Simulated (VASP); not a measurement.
Set up this calculation in VASP 6.6.1, as the native input.

| Quantity | Value |
| --- | --- |
| Task | single point |
| Functional | r2SCAN |
| Potentials or basis | VASP PAW PBE potentials, release 64 (Rb_sv, Br) |
| Cutoff | 520 eV |
| k mesh | 6 × 6 × 6 |
| Occupations | gaussian, width 0.01 eV |
| Spin | no spin polarisation |
| Dipole correction | no |
| Further INCAR settings | ALGO = Normal; EDIFF = 1e-06; NBANDS = 15 |

Crystal: RbBr.

```
Rb Br
1.0
    -0.06887    3.46083    3.46083
     3.46083   -0.06887    3.46083
     3.39196    3.39196    0.00000
Rb Br
1 1
Direct
  0.00000 0.00000 0.00000
  0.50000 0.50000 0.50000
```

This cell differs from its parent crystal: shear xy strain -4.0%.

The input as run:

POSCAR

```
RbBr
1.0
   -0.0688705577      3.4608320474      3.4608320474
    3.4608320474     -0.0688705577      3.4608320474
    3.3919614897      3.3919614897      0.0000000000
Rb Br
1 1
Direct
    0.0000000000      0.0000000000      0.0000000000
    0.5000000000      0.5000000000      0.5000000000
```

INCAR.step1

```
SYSTEM = RbBr
PREC = Accurate
ENCUT = 520
ISMEAR = 0
SIGMA = 0.01
LREAL = .FALSE.
LASPH = .TRUE.
NELM = 100
NBANDS = 15
GGA = PE
ALGO = Normal
EDIFF = 1E-4
LWAVE = .TRUE.
LCHARG = .FALSE.
```

INCAR.step2

```
SYSTEM = RbBr
PREC = Accurate
ENCUT = 520
EDIFF = 1E-6
ISMEAR = 0
SIGMA = 0.01
LREAL = .FALSE.
LASPH = .TRUE.
NELM = 100
ALGO = Normal
ISIF = 2
LWAVE = .FALSE.
LCHARG = .FALSE.
METAGGA = R2SCAN
LMIXTAU = .TRUE.
NBANDS = 15
ISTART = 1
```

KPOINTS

```
regular mesh
0
G
  6 6 6
  0 0 0
```

Potentials or basis: VASP PAW PBE potentials, release 64 (Rb_sv, Br).

The run is started by

```bash
$ cat potpaw_PBE.64/Rb_sv/POTCAR potpaw_PBE.64/Br/POTCAR > POTCAR
$ cp INCAR.step1 INCAR
$ mpirun -np 1 vasp_std > vasp.out
$ cp INCAR.step2 INCAR
$ mpirun -np 1 vasp_std > vasp.out
```

It gave:

The pressure is 0.0 GPa and the band gap on the k mesh is 4.86 eV, direct.

Caveat: the cell differs from its parent crystal (shear xy strain -4.0%); the PAW data sets were made with another functional, which shifts forces and pressure a little.

Wall time 2.9 min on 1 thread of Intel(R) Xeon(R) Platinum 8259CL CPU @ 2.50GHz (Skylake/Cascade Lake), on a shared host, peak memory 0.24 GiB.
